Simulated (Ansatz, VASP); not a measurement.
**CoSi: VASP beside Ansatz**

```
Co Si
1.0
     4.32371    0.00000    0.00000
     0.00000    4.32371    0.00000
     0.00000    0.00000    4.32371
Co Si
4 4
Cartesian
  0.6349 0.6349 0.6349
  1.5270 3.6888 2.7967
  2.7967 1.5270 3.6888
  3.6888 2.7967 1.5270
  3.6495 3.6495 3.6495
  2.8360 0.6742 1.4877
  1.4877 2.8360 0.6742
  0.6742 1.4877 2.8360
```

Alike in both runs: functional r2SCAN; k mesh 8 × 8 × 8; occupations gaussian, width 0.05 eV; no spin polarisation.

Ansatz relaxed the structure, and its values are those at the end. VASP's run is a single point on that final structure, the one shown.

|  | VASP | Ansatz |
| --- | --- | --- |
| version | VASP 6.6.1 | Ansatz 0.2.0 |
| potentials or method | VASP PAW PBE potentials, release 64 (Co, Si), cutoff 520 eV | scalar-relativistic, plane waves, PAW |
| valence electrons in the cell | 52 | 84 |

```csv
,VASP,Ansatz,Ansatz less VASP
gap on the k mesh at the Fermi level (eV),none,none,-
pressure (GPa),11.2,11.0,-0.20
rms of the force components (eV/Å),0.003,0.001,-0.0023
```

VASP's potentials were made for PBE, not for r2SCAN. A gap of «none» marks a metal or a gap that the smearing closes. VASP's potentials hold 52 valence electrons a cell and Ansatz's 84, so a difference there can come from the potentials and not from the codes. Ansatz's warnings: stress scf threshold loose.
